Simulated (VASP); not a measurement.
# KCrF3: single point with LDA

The system is KCrF3.

```xyz
5
Lattice="4.0440 0.0000 0.0000 0.0000 4.0440 0.0000 0.0000 0.0000 4.0440" Properties=species:S:1:pos:R:3 pbc="T T T"
K     2.0220    2.0220    2.0220
Cr    0.0000    0.0000    0.0000
F     2.0220    0.0000    0.0000
F     0.0000    0.0000    2.0220
F     0.0000    2.0220    0.0000
```

```yaml
Program: VASP 6.6.1
Task: single point
Functional: LDA
Potentials_or_basis: VASP PAW LDA potentials, release 64 (K_sv, Cr_pv, F)
Cutoff: 520 eV
k_mesh: 6 × 6 × 6
Occupations: fermi-dirac, width 0.15 eV
Spin: collinear spin, ferromagnetic start
Starting_moments: "[0.0, 2.1, 0.0, 0.0, 0.0] μB"
```

```json
{
 "Pressure": "0.2 GPa",
 "Band gap on the k mesh": "zero (filled and empty bands overlap)",
 "Net moment": "4.00 μB per cell",
 "Site moments": "K +0.00; Cr +3.65; F +0.03 μB",
 "Valence electrons inside the program's atomic spheres": "K 7.54; Cr 10.63; F 6.08"
}
```

Levels at points of the mesh, in eV from the Fermi level:
Spin up:
```csv
k point,band 20,band 21,band 22,band 23,band 24,band 25,band 26,band 27
"(0.00, 0.00, 0.00)",-2.21,-2.21,-2.21,-0.98,-0.98,0.43,3.44,3.44
"(0.50, 0.00, 0.00)",-2.16,-1.47,-1.47,-0.96,0.06,3.16,3.47,4.04
"(0.50, 0.50, 0.00)",-1.46,-1.46,-1.02,-0.54,1.30,3.47,4.34,4.93
"(0.50, 0.50, 0.50)",-1.00,-1.00,-1.00,1.30,1.30,3.47,3.79,3.79
```
Spin down:
```csv
k point,band 17,band 18,band 19,band 20,band 21,band 22
"(0.00, 0.00, 0.00)",-6.79,-6.79,-6.79,0.68,0.68,0.68
"(0.50, 0.00, 0.00)",-7.27,-6.97,-6.97,0.82,1.47,1.47
"(0.50, 0.50, 0.00)",-7.28,-7.28,-6.45,1.45,1.45,1.97
"(0.50, 0.50, 0.50)",-6.43,-6.43,-6.43,2.02,2.02,2.02
```

It took 110 s on 1 thread of Intel(R) Xeon(R) Platinum 8375C CPU @ 2.90GHz (Ice Lake) (shared host), peak memory 0.2 GiB.

Caveat: a cell with one magnetic atom can't hold antiferromagnetic order, which such compounds often take; semilocal functionals often make such compounds metallic where correlation or magnetic order opens a gap, which also shifts bond lengths. With open d or f shells a metallic result of LDA can be an artefact of self-interaction; +U or a hybrid may open a gap.
